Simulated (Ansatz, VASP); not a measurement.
# Pb: VASP beside Ansatz

```
Pb
1.0
     3.75840    0.00000    0.00000
    -1.87920    3.25487    0.00000
     0.00000    0.00000    6.03720
Pb
2
Direct
  0.33333 0.66667 0.25000
  0.66667 0.33333 0.75000
```

Change from the starting cell: strain +0.080 along x and y, +0.080 along z, atoms carried along.

Alike in both runs: task single point; functional r2SCAN; k mesh 18 × 18 × 10; occupations gaussian, width 0.15 eV; no spin polarisation.

|  | VASP | Ansatz |
| --- | --- | --- |
| version | VASP 6.6.1 | Ansatz 0.2.0 |
| potentials or method | VASP PAW PBE potentials, release 64 (Pb_d), cutoff 520 eV | scalar-relativistic, plane waves, PAW |
| valence electrons in the cell | 28 | 28 |

|  | VASP | Ansatz | Ansatz less VASP |
| --- | --- | --- | --- |
| gap on the k mesh at the Fermi level (eV) | none | none | - |
| pressure (GPa) | -5.1 | -5.0 | +0.03 |
| traceless stress, the component that is largest in VASP (GPa) | 0.51 | 0.51 | -0.002 |

VASP's potentials were made for PBE, not for r2SCAN. A gap of «none» marks a metal or a gap that the smearing closes.

Spin-orbit coupling is off throughout.
